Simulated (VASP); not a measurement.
# Be2Sb (P6/mmm) in VASP: relaxation of cell and atoms with PBE

Aim: the relaxation of cell and atoms of Be2Sb with PBE.

Program: VASP 6.6.1. These are calculated values, not measurements. Logs are shortened: lines on timing, memory, paths and dates and some standing lists are left out, and cuts for length are marked.

## (1) The cell of the first run

The structure is hexagonal, space group P6/mmm (No. 191). The conventional cell has a = 3.771 Å, b = 3.771 Å, c = 3.551 Å, α = 90.00°, β = 90.00°, γ = 120.00°. Within 2.9 Å of Be (site symmetry -6m2) lie 3 Be at 2.18 Å and 6 Sb at 2.81 Å. Within 3.8 Å of Sb (site symmetry 6/mmm) lie 12 Be at 2.81 Å and 8 Sb at 3.55 to 3.77 Å.

## (2) Relaxation of cell and atoms, PBE

Input file INCAR:

```
SYSTEM = Be2Sb
  PREC = Accurate
  ENCUT = 600
  EDIFF = 1E-6
  ISMEAR = 0
  SIGMA = 0.1
  LREAL = .False.
  LASPH = .True.
  NELM = 80
  ALGO = Normal
  ISIF = 3
  LWAVE = .False.
  LCHARG = .False.
  GGA = PE
  IBRION = 2
  NSW = 100
  EDIFFG = -0.01
```

Input file KPOINTS:

```
Automatic mesh
0
Gamma
  12 12 14
  0 0 0
```

Input file POSCAR:

```
Be2Sb
1.0
    3.7712245768      0.0000000000      0.0000000000
   -1.8856122884      3.2659762869      0.0000000000
    0.0000000000      0.0000000000      3.5505119889
Be Sb
2 1
Direct
    0.3333333333      0.6666666667      0.5000000000
    0.6666666667      0.3333333333      0.5000000000
    0.0000000000      0.0000000000      0.0000000000
```

Potentials or basis: VASP PAW PBE potentials, release 64 (Be, Sb).

Launch:

```sh
> cat potpaw_PBE.64/Be/POTCAR potpaw_PBE.64/Sb/POTCAR > POTCAR
> mpirun -np 1 vasp_std > vasp.out
```

OUTCAR:

```text
SYSTEM = Be2Sb
   PREC = Accurate
   ENCUT = 600
   EDIFF = 1E-6
   ISMEAR = 0
   LREAL = .False.
   LASPH = .True.
   NELM = 80
   ISIF = 3
   GGA = PE
   IBRION = 2
   NSW = 100
   EDIFFG = -0.01

 ion  position               nearest neighbor table
   1  0.333  0.667  0.500-   2 2.18   2 2.18   2 2.18   3 2.81   3 2.81   3 2.81   3 2.81   3 2.81
                             3 2.81
   2  0.667  0.333  0.500-   1 2.18   1 2.18   1 2.18   3 2.81   3 2.81   3 2.81   3 2.81   3 2.81
                             3 2.81
   3  0.000  0.000  0.000-   1 2.81   2 2.81   1 2.81   2 2.81   2 2.81   2 2.81   1 2.81   1 2.81
                             2 2.81   2 2.81   1 2.81   1 2.81

  LATTYP: Found a hexagonal cell.
 ALAT       =     3.7712245768
 C/A-ratio  =     0.9414745573

  Lattice vectors:

 A1 = (   3.7712245768,   0.0000000000,   0.0000000000)
 A2 = (  -1.8856122884,   3.2659762869,   0.0000000000)
 A3 = (   0.0000000000,   0.0000000000,   3.5505119889)

Analysis of symmetry for initial positions (statically):
=====================================================================
 Subroutine PRICEL returns:
 Original cell was already a primitive cell.

 Routine SETGRP: Setting up the symmetry group for a
 hexagonal supercell.

 Subroutine GETGRP returns: Found 24 space group operations
 (whereof 24 operations were pure point group operations)
 out of a pool of 24 trial point group operations.

The static configuration has the point symmetry D_6h.

Analysis of symmetry for dynamics (positions and initial velocities):
=====================================================================
 Subroutine PRICEL returns:
 Original cell was already a primitive cell.

 Routine SETGRP: Setting up the symmetry group for a
 hexagonal supercell.

 Subroutine GETGRP returns: Found 24 space group operations
 (whereof 24 operations were pure point group operations)
 out of a pool of 24 trial point group operations.

The dynamic configuration has the point symmetry D_6h.

 Subroutine INISYM returns: Found 24 space group operations
 (whereof 24 operations are pure point group operations),
 and found     1 'primitive' translations

----------------------------------------------------------------------------------------

                                     Primitive cell

  volume of cell :      43.7307

  direct lattice vectors                    reciprocal lattice vectors
[... 105 lines left out ...]
   EFERMI_NEDOS =   21; number of points for ismear=-14 and -15
   IALGO  =     38    algorithm
   IMIX   =      4    mixing-type and parameters
     AMIX     =   0.40;   BMIX     =  1.00
     AMIX_MAG =   1.60;   BMIX_MAG =  1.00
  volume/ion in A,a.u.               =      14.58        98.37
  Fermi-wavevector in a.u.,A,eV,Ry     =   0.966556  1.826525 12.710969  0.934230
  Thomas-Fermi vector in A             =   2.096367
   LORBIT       =      0    0 simple, 1 ext, 2 COOP (PROOUT), +10 PAW based schemes
   GGA     = PE    functional components
   LHFCALC =     F    Hartree Fock is set to
   AEXX    =    0.0000 exact exchange contribution
   IVDW    =     0    specifies the selected vdW correction
   LEPSILON=     F    determine dielectric tensor
   LRPA    =     F    only Hartree local field effects (RPA)
 conjugate gradient relaxation of ions
 non-spin polarized calculation
 Gauss-broadening in eV      SIGMA  =   0.10
  energy-cutoff  :      600.00
  volume of cell :       43.73
 maximum number of plane-waves:      1485
   NGX = 15   NGY = 15   NGZ = 15

--------------------------------------- Ionic step        1  -------------------------------------------

 number of electron       9.0000000 magnetization

 Free energy of the ion-electron system (eV)
  ---------------------------------------------------
  ext. energy  EPLUGINS =         0.00000000
  ---------------------------------------------------
  free energy    TOTEN  =       -10.11323535 eV

  energy without entropy =      -10.10950449  energy(sigma->0) =      -10.11136992

------------------------ aborting loop because EDIFF is reached ----------------------------------------

  FORCE on cell =-STRESS in cart. coord.  units (eV):
  Direction    XX          YY          ZZ          XY          YZ          ZX
  --------------------------------------------------------------------------------------
  -------------------------------------------------------------------------------------
  Total       -0.4879382     -0.4879382      0.8586318     -0.0000000      0.0000000      0.0000000
  in kB      -17.8767685    -17.8767685     31.4580021     -0.0000000      0.0000000      0.0000000
  external PRESSURE =      -1.4318450 kB  Pullay stress =       0.0000000 kB
[... 98 lines left out ...]
--------------------------------------- Ionic step        4  -------------------------------------------

 number of electron       9.0000000 magnetization

 Free energy of the ion-electron system (eV)
  ---------------------------------------------------
  ext. energy  EPLUGINS =         0.00000000
  ---------------------------------------------------
  free energy    TOTEN  =       -10.12326882 eV

  energy without entropy =      -10.11938102  energy(sigma->0) =      -10.12132492

 E-fermi :   7.9810     XC(G=0): -10.3667

 val. band max:        7.9605051436   @ k =   0.3333  -0.0000   0.0000
 cond. band min:       8.0222464745   @ k =   0.0000   0.0000   0.0714
 fundamental gap:      0.0617413309
 Fermi energy:         7.9810012062

 k-point     1 :       0.0000    0.0000    0.0000
  band No.  band energies     occupation
      1      -4.6835      2.00000
      2       5.5574      2.00000
      3       7.9602      1.23185
      4       7.9602      1.23185
      5       8.1583      0.01215
      6       8.6693      0.00000
      7       8.6693      0.00000
      8      12.2846      0.00000
[... 243 lines left out ...]
 k-point    24 :       0.3333   -0.0000    0.0714
  band No.  band energies     occupation
      1      -3.3514      2.00000
      2       2.1043      2.00000
      3       5.2271      2.00000
      4       6.4545      2.00000
      5       8.2221      0.00065
      6      10.9074      0.00000
      7      11.3952      0.00000
      8      13.0561      0.00000

 [... further k-points ...]

------------------------ aborting loop because EDIFF is reached ----------------------------------------

  FORCE on cell =-STRESS in cart. coord.  units (eV):
  Direction    XX          YY          ZZ          XY          YZ          ZX
  --------------------------------------------------------------------------------------
  -------------------------------------------------------------------------------------
  Total        0.0002099      0.0002099      0.0000247     -0.0000000     -0.0000000      0.0000000
  in kB        0.0077184      0.0077184      0.0009096     -0.0000000     -0.0000000      0.0000000
  external PRESSURE =       0.0054488 kB  Pullay stress =       0.0000000 kB
[... 18 lines left out ...]
  FREE ENERGIE OF THE ION-ELECTRON SYSTEM (eV)
  ---------------------------------------------------
  free  energy   TOTEN  =       -10.1232688188 eV

  energy  without entropy=      -10.1193810165  energy(sigma->0) =      -10.12132492

 reached required accuracy - stopping structural energy minimisation
```

CONTCAR:

```text
Be2Sb
   1.00000000000000
     3.7391383679113224   -0.0000000000000000    0.0000000000000000
    -1.8695691839556612    3.2381888148908895    0.0000000000000000
    -0.0000000000000000    0.0000000000000000    3.5989018268351001
  Be              Sb
     2     1
Direct
     0.3333333332999970    0.6666666667000030    0.5000000000000000
     0.6666666667000030    0.3333333332999970    0.5000000000000000
     0.0000000000000000    0.0000000000000000    0.0000000000000000

  0.00000000E+00  0.00000000E+00  0.00000000E+00
  0.00000000E+00  0.00000000E+00  0.00000000E+00
  0.00000000E+00  0.00000000E+00  0.00000000E+00
```

Run time: 2.4 min. Hardware: 1 thread of Oxide Virtual Turin-like, shared host; peak memory 0.2 GiB.

What came out:

```
Free energy                           : -10.1233 eV
Relaxed volume                        : 14.53 Å³/atom
Relaxed cell                          : a = 3.739 Å, b = 3.739 Å, c = 3.599 Å, α = 90.00°, β = 90.00°, γ = 120.00°
Space group after relaxing (to 0.1 Å) : P6/mmm (No. 191)
Energy gained by relaxing             : 3.3 meV/atom
Ionic steps                           : 4
Pressure after relaxing               : 0.0 GPa
Band gap on the k mesh                : zero (an odd number of electrons rules out a gap without spin polarisation)
```

The path:
| step | energy change (eV) | largest force (eV/Å) | pressure (GPa) | volume (Å³) |
| --- | --- | --- | --- | --- |
| 1 | 0.0000 | 0.0000 | -0.14 | 43.73 |
| 2 | -0.0100 | 0.0000 | -0.11 | 43.64 |
| 3 | -0.0100 | 0.0000 | -0.11 | 43.64 |
| 4 | -0.0100 | 0.0000 | 0.00 | 43.58 |

Final structure:
```cif
data_structure
_symmetry_space_group_name_H-M 'P 1'
_symmetry_Int_Tables_number 1
_cell_length_a 3.7391
_cell_length_b 3.7391
_cell_length_c 3.5989
_cell_angle_alpha 90.000
_cell_angle_beta 90.000
_cell_angle_gamma 120.000
_cell_volume 43.58
loop_
_atom_site_label
_atom_site_type_symbol
_atom_site_fract_x
_atom_site_fract_y
_atom_site_fract_z
_atom_site_occupancy
Be1 Be 0.33333 0.66667 0.50000 1
Be2 Be 0.66667 0.33333 0.50000 1
Sb1 Sb 0.00000 0.00000 0.00000 1
```

Levels at points of the mesh, in eV from the Fermi level:
```tsv
k point	band 1	band 2	band 3	band 4	band 5	band 6	band 7	band 8
(0.00, 0.00, 0.00)	-12.66	-2.42	-0.02	-0.02	0.18	0.69	0.69	4.30
(0.50, 0.00, 0.00)	-10.56	-7.47	-3.22	-0.17	0.66	2.06	3.44	3.90
(0.00, 0.00, 0.50)	-10.96	-8.22	1.42	1.42	2.10	2.10	4.34	4.55
(0.50, 0.00, 0.50)	-8.67	-6.12	-5.44	-3.99	-0.58	0.15	2.06	2.89
```

Caveat: spin-orbit coupling is left out, which moves the levels of the heavy elements.
